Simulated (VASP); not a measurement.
# AlFe (P1) in VASP: single point with PBE

Aim: the single point of AlFe with PBE.

All numbers are computed with VASP 6.6.1; they aren't measurements. Logs are shortened: lines on timing, memory, paths and dates and some standing lists are left out, and cuts for length are marked.

## Step 1: The cell of the first run

The typed cell holds 8 atoms: a = 6.195 Å, b = 6.195 Å, c = 3.098 Å, α = 90.00°, β = 90.00°, γ = 90.00°.

## Step 2: Single point, PBE, collinear spin, antiferromagnetic start

The input, INCAR:

```
SYSTEM = AlFe
  ALGO = Normal
  EDIFF = 1E-6
  ENCUT = 600
  GGA = PE
  GGA_COMPAT = .FALSE.
  ISIF = 2
  ISMEAR = -1
  ISPIN = 2
  LASPH = .TRUE.
  LCHARG = .FALSE.
  LMAXMIX = 4
  LORBIT = 11
  LREAL = .FALSE.
  LWAVE = .FALSE.
  MAGMOM = 2 -2 -2 2 0 0 0 0
  NBANDS = 36
  NELM = 200
  PREC = Accurate
  SIGMA = 0.1
```

The input, KPOINTS:

```
k-points
0
G
  1 1 1
  0 0 0
```

The input, POSCAR:

```
AlFe
1.0
    6.1951993290      0.0000000000      0.0000000000
    0.0000000000      6.1951993290      0.0000000000
    0.0000000000      0.0000000000      3.0975996640
Fe Al
4 4
Direct
    0.0054509800     -0.0034117650      0.0241960780
   -0.0087450980      0.5067843140      0.0289019610
    0.5092156860      0.0045882350      0.0275686270
    0.4958823530      0.4955686270      0.0131372550
    0.2541960780      0.2529411760      0.5278823530
    0.2549019610      0.7532549020      0.5187058820
    0.7456470590      0.2463529410      0.5292941180
    0.7403921570      0.7504313730      0.5258431370
```

Potentials or basis: VASP PAW PBE potentials, release 64 (Fe, Al).

Command:

```sh
> cat potpaw_PBE.64/Fe/POTCAR potpaw_PBE.64/Al/POTCAR > POTCAR
> mpirun -np 1 vasp_gam > vasp.out
```

OUTCAR:

```text
SYSTEM = AlFe
   EDIFF = 1E-6
   ENCUT = 600
   GGA = PE
   ISIF = 2
   ISMEAR = -1
   ISPIN = 2
   LASPH = .TRUE.
   LORBIT = 11
   LREAL = .FALSE.
   NELM = 200
   PREC = Accurate

 ion  position               nearest neighbor table
   1  0.005  0.997  0.024-   6 2.65   6 2.67   5 2.69   5 2.71   7 2.71   8 2.72   7 2.73   8 2.73
                             2 3.04   3 3.07   3 3.12
   2  0.991  0.507  0.029-   8 2.66   8 2.67   6 2.70   7 2.70   7 2.71   6 2.74   5 2.74   5 2.75
                             1 3.04   4 3.07
   3  0.509  0.005  0.028-   7 2.60   7 2.61   8 2.63   8 2.64   6 2.69   5 2.69   5 2.70   6 2.72
                             4 3.04   1 3.07   1 3.12
   4  0.496  0.496  0.013-   5 2.60   7 2.65   5 2.65   8 2.66   6 2.67   6 2.69   8 2.70   7 2.71
                             3 3.04   2 3.07
   5  0.254  0.253  0.528-   4 2.60   4 2.65   3 2.69   1 2.69   3 2.70   1 2.71   2 2.74   2 2.75
                             7 3.04   6 3.10   6 3.10   7 3.15
   6  0.255  0.753  0.519-   1 2.65   1 2.67   4 2.67   3 2.69   4 2.69   2 2.70   3 2.72   2 2.74
                             8 3.01   5 3.10   5 3.10   8 3.19
   7  0.746  0.246  0.529-   3 2.60   3 2.61   4 2.65   2 2.70   2 2.71   4 2.71   1 2.71   1 2.73
                             5 3.04   8 3.07   8 3.12   5 3.15
   8  0.740  0.750  0.526-   3 2.63   3 2.64   2 2.66   4 2.66   2 2.67   4 2.70   1 2.72   1 2.73
                             6 3.01   7 3.07   7 3.12   6 3.19

  LATTYP: Found a simple tetragonal cell.
 ALAT       =     6.1951993290
 C/A-ratio  =     0.4999999999

  Lattice vectors:

 A1 = (   6.1951993290,   0.0000000000,   0.0000000000)
 A2 = (   0.0000000000,   6.1951993290,   0.0000000000)
 A3 = (   0.0000000000,   0.0000000000,   3.0975996640)

Analysis of symmetry for initial positions (statically):
=====================================================================
 Subroutine PRICEL returns:
 Original cell was already a primitive cell.

 Routine SETGRP: Setting up the symmetry group for a
 simple tetragonal supercell.

 Subroutine GETGRP returns: Found  1 space group operations
 (whereof  1 operations were pure point group operations)
 out of a pool of 16 trial point group operations.

The static configuration has the point symmetry C_1 .

Analysis of symmetry for dynamics (positions and initial velocities):
=====================================================================
 Subroutine PRICEL returns:
 Original cell was already a primitive cell.

 Routine SETGRP: Setting up the symmetry group for a
 simple tetragonal supercell.

 Subroutine GETGRP returns: Found  1 space group operations
 (whereof  1 operations were pure point group operations)
 out of a pool of 16 trial point group operations.

The dynamic configuration has the point symmetry C_1 .

Analysis of structural, dynamic, and magnetic symmetry:
=====================================================================
 Subroutine PRICEL returns:
 Original cell was already a primitive cell.

 Routine SETGRP: Setting up the symmetry group for a
 simple tetragonal supercell.

 Subroutine GETGRP returns: Found  1 space group operations
 (whereof  1 operations were pure point group operations)
 out of a pool of 16 trial point group operations.

The overall configuration has the point symmetry C_1 .

 Subroutine INISYM returns: Found  1 space group operations
 (whereof  1 operations are pure point group operations),
 and found     1 'primitive' translations

----------------------------------------------------------------------------------------

                                     Primitive cell

  volume of cell :     118.8874

  direct lattice vectors                    reciprocal lattice vectors
     6.195199329  0.000000000  0.000000000     0.161415307  0.000000000  0.000000000
     0.000000000  6.195199329  0.000000000     0.000000000  0.161415307  0.000000000
     0.000000000  0.000000000  3.097599664     0.000000000  0.000000000  0.322830614

  length of vectors
     6.195199329  6.195199329  3.097599664     0.161415307  0.161415307  0.322830614

  position of ions in fractional coordinates (direct lattice)
     0.005450980  0.996588235  0.024196078
     0.991254902  0.506784314  0.028901961
     0.509215686  0.004588235  0.027568627
     0.495882353  0.495568627  0.013137255
     0.254196078  0.252941176  0.527882353
     0.254901961  0.753254902  0.518705882
     0.745647059  0.246352941  0.529294118
     0.740392157  0.750431373  0.525843137

  ion indices of the primitive-cell ions
   primitive index   ion index
                 1           1
                 2           2
                 3           3
                 4           4
                 5           5
                 6           6
                 7           7
                 8           8

----------------------------------------------------------------------------------------

 KPOINTS: k-points

Automatic generation of k-mesh.
 Grid dimensions read from file:
 generate k-points for:    1    1    1

 Generating k-lattice:

  Cartesian coordinates                     Fractional coordinates (reciprocal lattice)
     0.161415307  0.000000000  0.000000000     1.000000000  0.000000000  0.000000000
     0.000000000  0.161415307  0.000000000     0.000000000  1.000000000  0.000000000
     0.000000000  0.000000000  0.322830614     0.000000000  0.000000000  1.000000000

  Length of vectors
     0.161415307  0.161415307  0.322830614

  Shift w.r.t. Gamma in fractional coordinates (k-lattice)
     0.000000000  0.000000000  0.000000000

 Subroutine IBZKPT returns following result:
 ===========================================

 Found      1 irreducible k-points:

 Following reciprocal coordinates:
            Coordinates               Weight
  0.000000  0.000000  0.000000      1.000000
   k-points           NKPTS =      1   k-points in BZ     NKDIM =      1   number of bands    NBANDS=     36
   number of dos      NEDOS =    301   number of ions     NIONS =      8
   total plane-waves  NPLWV =  70000
   dimension x,y,z NGX =    50 NGY =   50 NGZ =   28
   dimension x,y,z NGXF=   100 NGYF=  100 NGZF=   56
   ions per type =               4   4
   NGX,Y,Z   is equivalent  to a cutoff of  13.42, 13.42, 15.03 a.u.
   NGXF,Y,Z  is equivalent  to a cutoff of  26.83, 26.83, 30.05 a.u.
 SYSTEM =  AlFe
   PREC   = accura    normal or accurate (medium, high low for compatibility)
   ISTART =      0    job   : 0-new  1-cont  2-samecut
   ICHARG =      2    charge: 1-file 2-atom 10-const
   ISPIN  =      2    spin polarized calculation?
   LNONCOLLINEAR =      F non collinear calculations
   LSORBIT =      F    spin-orbit coupling
   LASPH  =      T    aspherical Exc in radial PAW
   ENCUT  =  600.0 eV  44.10 Ry    6.64 a.u.  12.37 12.37  6.19*2*pi/ulx,y,z
   NELM   =    200;   NELMIN=  2; NELMDL= -5     # of ELM steps
   EDIFF  = 0.1E-05   stopping-criterion for ELM
   LREAL  =      F    real-space projection
   EDIFFG = 0.1E-04   stopping-criterion for IOM
   NSW    =      0    number of steps for IOM
   IBRION =     -1    ionic relax: 0-MD 1-quasi-New 2-CG
   NFREE  =      0    steps in history (QN), initial steepest desc. (CG)
   ISIF   =      2    stress and relaxation
   ISYM   =      2    0-nonsym 1-usesym 2-fastsym
   POTIM  = 0.5000    time-step for ionic-motion
   TEBEG  =    0.0;   TEEND  =   0.0 temperature during run
   PSTRESS=    0.0 pullay stress
   NELECT =      44.0000    total number of electrons
   NUPDOWN=      -1.0000    fix difference up-down
   EMIN   =  10.00;   EMAX   =-10.00  energy-range for DOS
   EFERMI =   0.00;   METHOD = LEGACY
   ISMEAR =    -1;   SIGMA  =   0.10  broadening in eV -4-tet -1-fermi 0-gaus
   EFERMI_NEDOS =   21; number of points for ismear=-14 and -15
   IALGO  =     38    algorithm
   IMIX   =      4    mixing-type and parameters
     AMIX     =   0.40;   BMIX     =  1.00
     AMIX_MAG =   1.60;   BMIX_MAG =  1.00
  volume/ion in A,a.u.               =      14.86       100.29
  Fermi-wavevector in a.u.,A,eV,Ry     =   1.175386  2.221157 18.796881  1.381532
  Thomas-Fermi vector in A             =   2.311767
   LORBIT       =     11    0 simple, 1 ext, 2 COOP (PROOUT), +10 PAW based schemes
   GGA     = PE    functional components
   LHFCALC =     F    Hartree Fock is set to
   AEXX    =    0.0000 exact exchange contribution
   IVDW    =     0    specifies the selected vdW correction
   LEPSILON=     F    determine dielectric tensor
   LRPA    =     F    only Hartree local field effects (RPA)
 spin polarized calculation
  energy-cutoff  :      600.00
  volume of cell :      118.89
 maximum number of plane-waves:      2027
 NGX is ok and might be reduce to    50
   NGX = 25   NGY = 25   NGZ = 13

 number of electron      43.9999988 magnetization       0.3714617

 Free energy of the ion-electron system (eV)
  ---------------------------------------------------
  ext. energy  EPLUGINS =         0.00000000
  ---------------------------------------------------
  free energy    TOTEN  =       -58.17047680 eV

  energy without entropy =      -57.84358748  energy(sigma->0) =      -58.00703214

 E-fermi :   7.2133     XC(G=0): -11.0835

 val. band max:        7.0697663958   @ k =   0.0000   0.0000   0.0000
 cond. band min:       7.2202268893   @ k =   0.0000   0.0000   0.0000
 fundamental gap:      0.1504604935
 Fermi energy:         7.2133253589

 spin component 1

 k-point     1 :       0.0000    0.0000    0.0000
  band No.  band energies     occupation
      1      -3.2907      1.00000
      2       0.1256      1.00000
      3       0.1319      1.00000
      4       0.7988      1.00000
      5       0.8710      1.00000
      6       1.7410      1.00000
      7       3.8590      1.00000
      8       4.0054      1.00000
      9       4.0308      1.00000
     10       4.0605      1.00000
     11       4.2537      1.00000
     12       4.4113      1.00000
     13       4.5599      1.00000
     14       4.6489      1.00000
     15       4.6620      1.00000
     16       4.6831      1.00000
     17       4.7653      1.00000
     18       4.9698      1.00000
     19       6.1240      0.99998
     20       6.2654      0.99992
     21       6.4973      0.99922
     22       7.0698      0.80777
     23       7.3847      0.15270
     24       7.4097      0.12305
     25       7.4915      0.05831
     26       7.5198      0.04456
     27       7.9254      0.00081
     28       8.5896      0.00000
     29       9.2644      0.00000
     30      11.0632      0.00000
     31      11.1111      0.00000
     32      11.1210      0.00000
     33      14.0356      0.00000
     34      14.0424      0.00000
 Fermi energy:         7.2133253589

 spin component 2

 k-point     1 :       0.0000    0.0000    0.0000
  band No.  band energies     occupation
      1      -3.2886      1.00000
      2       0.1300      1.00000
      3       0.1314      1.00000
      4       0.7957      1.00000
      5       0.9260      1.00000
      6       1.7460      1.00000
      7       3.9653      1.00000
      8       4.0407      1.00000
      9       4.0589      1.00000
     10       4.1324      1.00000
     11       4.2041      1.00000
     12       4.2261      1.00000
     13       4.6462      1.00000
     14       4.6769      1.00000
     15       4.6901      1.00000
     16       4.7651      1.00000
     17       4.9162      1.00000
     18       5.1312      1.00000
     19       6.1630      0.99997
     20       6.1874      0.99996
     21       6.7253      0.99247
     22       7.2202      0.48275
     23       7.2993      0.29749
     24       7.6010      0.02029
     25       7.6517      0.01233
     26       7.6910      0.00836
     27       8.2192      0.00004
     28       8.7034      0.00000
     29       9.2403      0.00000
     30      11.0444      0.00000
     31      11.0984      0.00000
     32      11.1106      0.00000
     33      14.0360      0.00000
     34      14.0404      0.00000
 [bands above 34 left out]

------------------------ aborting loop because EDIFF is reached ----------------------------------------

  FORCE on cell =-STRESS in cart. coord.  units (eV):
  Direction    XX          YY          ZZ          XY          YZ          ZX
  --------------------------------------------------------------------------------------
  -------------------------------------------------------------------------------------
  Total       11.7943214     12.0940125    -58.4417776     -0.0407092      0.0163776     -0.0071421
  in kB      158.9452971    162.9840626   -787.5862806     -0.5486150      0.2207119     -0.0962496
  external PRESSURE =    -155.2189736 kB  Pullay stress =       0.0000000 kB

 VOLUME and BASIS-vectors are now :
 -----------------------------------------------------------------------------
  energy-cutoff  :      600.00
  volume of cell :      118.89
      direct lattice vectors                 reciprocal lattice vectors
     6.195199329  0.000000000  0.000000000     0.161415307  0.000000000  0.000000000
     0.000000000  6.195199329  0.000000000     0.000000000  0.161415307  0.000000000
     0.000000000  0.000000000  3.097599664     0.000000000  0.000000000  0.322830614

 POSITION                                       TOTAL-FORCE (eV/Angst)
 -----------------------------------------------------------------------------------
      0.03377      6.17406      0.07495        -0.181213      0.085974      0.036465
      6.14102      3.13963      0.08953         0.279450     -0.133974     -0.054882
      3.15469      0.02843      0.08540        -0.405363     -0.069078     -0.045037
      3.07209      3.07015      0.04069         0.140613      0.127696      0.182269
      1.57480      1.56702      1.63517        -0.098979     -0.092910     -0.060444
      1.57917      4.66656      1.60674         0.021902      0.007294      0.026833
      4.61943      1.52621      1.63954         0.152732      0.060336     -0.048408
      4.58688      4.64907      1.62885         0.090859      0.014662     -0.036796
 -----------------------------------------------------------------------------------
    total drift:                                0.000224      0.000482      0.000233

  FREE ENERGIE OF THE ION-ELECTRON SYSTEM (eV)
  ---------------------------------------------------
  free  energy   TOTEN  =       -58.1704767972 eV

  energy  without entropy=      -57.8435874785  energy(sigma->0) =      -58.00703214

 total charge

# of ion       s       p       d       tot
------------------------------------------
    1        0.450   0.327   6.235   7.013
    2        0.449   0.327   6.224   7.000
    3        0.459   0.332   6.322   7.113
    4        0.454   0.332   6.296   7.082
    5        0.450   0.303   0.000   0.753
    6        0.450   0.303   0.000   0.753
    7        0.450   0.306   0.000   0.756
    8        0.450   0.306   0.000   0.756
--------------------------------------------------
tot          3.612   2.537  25.078  31.227

 magnetization (x)

# of ion       s       p       d       tot
------------------------------------------
    1        0.004   0.019   2.587   2.610
    2       -0.006  -0.019  -2.604  -2.630
    3       -0.004  -0.015  -2.003  -2.023
    4        0.003   0.018   2.402   2.423
    5       -0.001  -0.002   0.000  -0.003
    6       -0.001  -0.001   0.000  -0.001
    7        0.001  -0.001   0.000   0.000
    8        0.001  -0.000   0.000   0.001
--------------------------------------------------
tot         -0.003   0.000   0.381   0.378
```

Wall time 58 s (1 thread of AMD EPYC 7R43 (Zen 3), shared host); peak memory 0.26 GiB.

Results:

| Quantity | Value |
| --- | --- |
| Free energy | -58.1705 eV |
| Pressure | -15.5 GPa |
| Largest force | 0.414 eV/Å |
| Net moment | 0.37 μB per cell |
| Site moments | Fe +2.61, -2.63, -2.02, +2.42; Al -0.00, +0.00 (each value once) μB |
| Valence electrons inside the program's atomic spheres | Fe 7.01, 7.00, 7.11, 7.08; Al 0.75, 0.76 (each value once) |

Forces in eV/Å, atoms in the order of the input:
```
Fe  -0.181  0.086  0.036
Fe   0.279 -0.134 -0.055
Fe  -0.405 -0.069 -0.045
Fe   0.141  0.128  0.182
Al  -0.099 -0.093 -0.060
Al   0.022  0.007  0.027
Al   0.153  0.060 -0.048
Al   0.091  0.015 -0.037
```

Caveat: the k points lie up to 2.03 Å⁻¹ apart.
